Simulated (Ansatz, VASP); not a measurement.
Two plane-wave programs on C

INCAR

```
ALGO = Normal ; EDIFF = 1E-6
EDIFFG = -0.04 ; ENCUT = 600
GGA = PE ; IBRION = 2
ISIF = 3 ; ISMEAR = 0
LASPH = T ; LCHARG = F
LREAL = F ; LWAVE = F
NELM = 80 ; NSW = 90
PREC = Accurate ; SIGMA = 0.1
```

KPOINTS

```
k-points
0
Gamma
  6 6 6
```

POSCAR

```
C
1.0
    3.4284251973      0.0000000000      0.0000000000
    0.0000000000      3.4284251973      0.0000000000
    0.0000000000      0.0000000000      3.6923647672
C
4
Direct
    0.0000000000      0.3004501234      0.0000000000
    0.6995498766      0.0000000000      0.0000000000
    0.3004501234      0.0000000000      0.0000000000
    0.0000000000      0.6995498766      0.0000000000
```

Input for Ansatz:

```yaml
crystal:
  lattice:
    - [3.4284251973, 0.0, 0.0]
    - [0.0, 3.4284251973, 0.0]
    - [0.0, 0.0, 3.6923647672]
  atoms:
    - { symbol: C, position: [0.0, 0.3004501234, 0.0] }
    - { symbol: C, position: [0.6995498766, 0.0, 0.0] }
    - { symbol: C, position: [0.3004501234, 0.0, 0.0] }
    - { symbol: C, position: [0.0, 0.6995498766, 0.0] }
basis:
  ecutwfc: 420
kpoints:
  mp_grid: { grid: [6, 6, 6] }
hamiltonian:
  xc: pbe
scf:
  occupations: { method: gaussian, width: 0.1 }
  lower_state_search: "off"
output:
  forces: true
  stress: true
  eigenvalues: true
relax:
  adjacent_minimum: "off"
  f_tol: 0.04
  max_steps: 70
  cell: { stress_tol: 0.4 }
```

Change from the starting cell: the structure that the rattled cell fell into.

Alike in both runs: task relaxation of cell and atoms; functional PBE; k mesh 6 × 6 × 6; occupations gaussian, width 0.1 eV; no spin polarisation.

|  | VASP | Ansatz |
| --- | --- | --- |
| version | VASP 6.6.1 | Ansatz 0.2.0 |
| potentials or method | VASP PAW PBE potentials, release 64 (C), cutoff 600 eV | scalar-relativistic, plane waves, PAW |
| valence electrons in the cell | 16 | 16 |

```csv
,VASP,Ansatz,Ansatz less VASP
"gap on the k mesh at the Fermi level, each at its own relaxed structure (eV)",none,none,-
relaxed volume (Å³/atom),10.96,10.97,+0.011
relaxed length of the cell vector where the two differ most in proportion (Å),3.691,3.697,+0.0052
```

A gap of «none» marks a metal or a gap that the smearing closes.
